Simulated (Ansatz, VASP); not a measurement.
# Two plane-wave programs on LiCl

Contents of POSCAR:

```
LiCl
1.0
    0.0000000000      2.7330425468      2.8727010210
    2.7330425468      0.0000000000      2.8727010210
    2.7330425468      2.7330425468      0.0000000000
Li Cl
1 1
Direct
    0.0000000000      0.0000000000      0.0000000000
    0.2500000000      0.2500000000      0.2500000000
```

File INCAR.step1:

```
ALGO     = Normal         # electronic algorithm
EDIFF    = 1E-4           # SCF threshold, eV
ENCUT    = 520            # plane-wave cutoff, eV
GGA      = PE             # functional
ISMEAR   = 0              # smearing method
LASPH    = T              # aspherical terms in the spheres
LCHARG   = F              # write CHGCAR
LREAL    = F              # projectors in reciprocal space
LWAVE    = T              # write WAVECAR
NBANDS   = 12             # bands
NELM     = 100            # most SCF steps
PREC     = Accurate       # precision mode
SIGMA    = 0.01           # smearing width, eV
```

File INCAR.step2:

```
ALGO     = Normal         # electronic algorithm
EDIFF    = 1E-6           # SCF threshold, eV
ENCUT    = 520            # plane-wave cutoff, eV
ISIF     = 2              # what is computed and relaxed
ISMEAR   = 0              # smearing method
ISTART   = 1            
LASPH    = T              # aspherical terms in the spheres
LCHARG   = F              # write CHGCAR
LMIXTAU  = T            
LREAL    = F              # projectors in reciprocal space
LWAVE    = F              # write WAVECAR
METAGGA  = R2SCAN         # meta-GGA
NBANDS   = 12             # bands
NELM     = 100            # most SCF steps
PREC     = Accurate       # precision mode
SIGMA    = 0.01           # smearing width, eV
```

File KPOINTS:

```
k-points
0
Gamma
  8 8 8
```

Input for Ansatz:

```yaml
crystal:
  lattice:
    - [0.0, 2.7330425468, 2.872701021]
    - [2.7330425468, 0.0, 2.872701021]
    - [2.7330425468, 2.7330425468, 0.0]
  atoms:
    - { symbol: Li, position: [0.0, 0.0, 0.0] }
    - { symbol: Cl, position: [0.25, 0.25, 0.25] }
kpoints:
  mp_grid: { grid: [8, 8, 8] }
  band_path:
    path:
      - [0.0, 0.0, 0.0]
      - [-0.5, -0.5, 0.0]
      - [-0.375, -0.375, 0.25]
      - [-0.375, 0.0, 0.375]
      - [0.0, 0.0, 0.5]
      - [-0.5, -0.25, 0.25]
    npoints: 1
hamiltonian:
  xc: r2scan
scf:
  occupations: { method: fixed }
  n_extra_bands: 4
output:
  forces: true
  stress: true
  eigenvalues: true
```

Change from the starting cell: uniaxial_z strain +5.1%.

Alike in both runs: task single point; functional r2SCAN; k mesh 8 × 8 × 8; no spin polarisation.

|  | VASP | Ansatz |
| --- | --- | --- |
| version | VASP 6.6.1 | Ansatz 0.2.0 |
| potentials or method | VASP PAW PBE potentials, release 64 (Li_sv, Cl) | plane waves, PAW |
| plane-wave cutoff (eV) | 520 | 500 |
| occupations | gaussian, width 0.01 eV | fixed |
| valence electrons in the cell | 10 | 10 |

Ansatz gave:

```
gap on the k mesh at the Fermi level (eV) : 6.49
```

Task: What did VASP give for the same quantities?

Result: gap on the k mesh at the Fermi level (eV): 6.54.

VASP's potentials were made for PBE, not for r2SCAN.

Noted on VASP's run: the cutoff is short for stress, so the pressure is rough.
